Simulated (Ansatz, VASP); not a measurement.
**MgSnO4 in VASP and in Ansatz**

```
Mg Sn O
1.0
     3.28763    0.00000    0.00000
    -1.64382    2.84717    0.00000
     0.00000    0.00000    7.29994
Mg Sn O
1 1 4
Direct
  0.00000 0.00000 0.50000
  0.00000 0.00000 0.00000
  0.66667 0.33333 0.23369
  0.33333 0.66667 0.76631
  0.33333 0.66667 0.23369
  0.66667 0.33333 0.76631
```

Change from the starting cell: species swapped into the MgAlB4 type (P6/mmm, No. 191).

Alike in both runs: task single point; functional PBE; k mesh 6 × 6 × 4; occupations gaussian, width 0.1 eV; no spin polarisation.

|  | VASP | Ansatz |
| --- | --- | --- |
| version | VASP 6.6.1 | Ansatz 0.2.0 |
| potentials or method | VASP PAW PBE potentials, release 64 (Mg, Sn_d, O), cutoff 520 eV | scalar-relativistic, plane waves, PAW |
| valence electrons in the cell | 40 | 48 |

VASP gave:

* gap on the k mesh at the Fermi level (eV): none
* pressure (GPa): 19.9
* traceless stress, the component that is largest in VASP (GPa): -41.88
* rms of the force components (eV/Å): 0.575

**Question.** Which values does Ansatz return?

**Answer.** gap on the k mesh at the Fermi level (eV): none; pressure (GPa): 20.0; traceless stress, the component that is largest in VASP (GPa): -41.92; rms of the force components (eV/Å): 0.569.

Atom by atom the forces differ by 0.006 eV/Å (rms over components). A gap of «none» marks a metal or a gap that the smearing closes. VASP's potentials hold 40 valence electrons a cell and Ansatz's 48, so a difference there can come from the potentials and not from the codes.

The k mesh is coarse, so the values compare programs but aren't converged.
